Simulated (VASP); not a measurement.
Crystal: GaN.

```
CELL_PARAMETERS angstrom
0.00000 2.13524 2.13524
2.13524 0.00000 2.13524
2.13524 2.13524 0.00000
ATOMIC_POSITIONS crystal
Ga 0.00000 0.00000 0.00000
N 0.50000 0.50000 0.50000
```

Program: VASP 6.6.1. Alike in all runs: task single point; cell as given; cutoff (eV) 520.

Task: Order these runs on this cell by their pressure, lowest first.
A. level PBEsol; potentials or basis VASP PAW PBE potentials, release 64 (Ga_d, N); spin non-collinear, zero start, SOC; k mesh 8 × 8 × 8; smearing fermi-dirac 0.05 eV
B. level PBE; potentials or basis VASP PAW PBE potentials, release 64 (Ga_d, N); spin off; k mesh 11 × 11 × 11; smearing gaussian 0.027 eV
C. level LDA; potentials or basis VASP PAW LDA potentials, release 64 (Ga_d, N); spin non-collinear, zero start, SOC; k mesh 8 × 8 × 8; smearing fermi-dirac 0.05 eV
D. level HSE06; potentials or basis VASP PAW PBE potentials, release 64 (Ga_d, N); spin off; k mesh 6 × 6 × 6; smearing fermi-dirac 0.05 eV; grid for exact exchange (PRECFOCK) Normal; share of exact exchange 0.25; screening parameter 0.2079 1/Å

Result: C (-12.5 GPa), D (-9.0 GPa), A (-7.2 GPa), B (0.4 GPa).

Caveats: some runs use coarse meshes; the PAW data sets were made with another functional, which shifts forces and pressure a little (at least some runs); the cell stands under tension (at least some runs).
